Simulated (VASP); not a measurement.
Input of a VASP 6.6.1 run:

File INCAR:

```
SYSTEM = WAu
ALGO = Fast ; EDIFF = 1E-6
ENCUT = 520 ; GGA = RP
ISIF = 2 ; ISMEAR = -1
IVDW = 12 ; LASPH = .True.
LCHARG = .True. ; LELF = .True.
LREAL = .False. ; LVHAR = .True.
LWAVE = .False. ; NBANDS = 20
NELM = 80 ; PREC = Accurate
SIGMA = 0.05
```

Contents of KPOINTS:

```
k-points
0
Gamma
  8 8 8
  0 0 0
```

The input POSCAR:

```
WAu
1.0
    0.0000000000      2.7743146651      2.7743146651
    2.7743146651      0.0000000000      2.7743146651
    2.7743146651      2.7743146651      0.0000000000
W Au
1 1
Direct
    0.0000000000      0.0000000000      0.0000000000
    0.7500000000      0.7500000000      0.7500000000
```

Potentials or basis: VASP PAW PBE potentials, release 64 (W_sv, Au).

Command:

```bash
$ cat potpaw_PBE.64/W_sv/POTCAR potpaw_PBE.64/Au/POTCAR > POTCAR
$ mpirun -np 1 vasp_std > vasp.out
```

Estimate the pressure.

0.3 GPa.

Predict the dispersion energy per atom.

-3.201 eV.

Caveat: the PAW data sets were made with another functional, which shifts forces and pressure a little; pairwise dispersion overbinds metals, which lowers pressure and volume.
